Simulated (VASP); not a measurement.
CO2, 6 atoms in the cell. The structure is tetragonal, space group P4_2/mnm (No. 136). The conventional cell has a = 3.815 Å, b = 3.815 Å, c = 2.477 Å, α = 90.00°, β = 90.00°, γ = 90.00°. Within 2.2 Å of C (site symmetry mmm) lie 6 O at 1.62 to 1.65 Å. O (site symmetry m2m) has 3 C at 1.62 to 1.65 Å and 1 O at 2.09 Å within 2.2 Å. 

* Program: VASP 6.6.1
* Task: single point
* Functional: PBE
* Potentials or basis: VASP PAW PBE potentials, release 64 (C, O)
* Cutoff: 600 eV
* k mesh: 5 × 5 × 7
* Occupations: methfessel-paxton, width 0.025 eV
* Spin: no spin polarisation
* Dipole correction: no
* Further INCAR settings: ALGO = Normal; EDIFF = 1e-06; NBANDS = 25

Potentials or basis: VASP PAW PBE potentials, release 64 (C, O).

Run with:

```sh
$ cat potpaw_PBE.64/C/POTCAR potpaw_PBE.64/O/POTCAR > POTCAR
$ mpirun -np 1 vasp_std > vasp.out
```

Hardware: 1 thread of AMD EPYC 7R43 64-Core Processor (Zen 3), on a shared host.

Task: How long does it take, and how much memory?

Result: It took 26 s on 1 thread of AMD EPYC 7R43 64-Core Processor (Zen 3) (shared host), peak memory 0.11 GiB. Counts: scf iterations 12, k points 24.
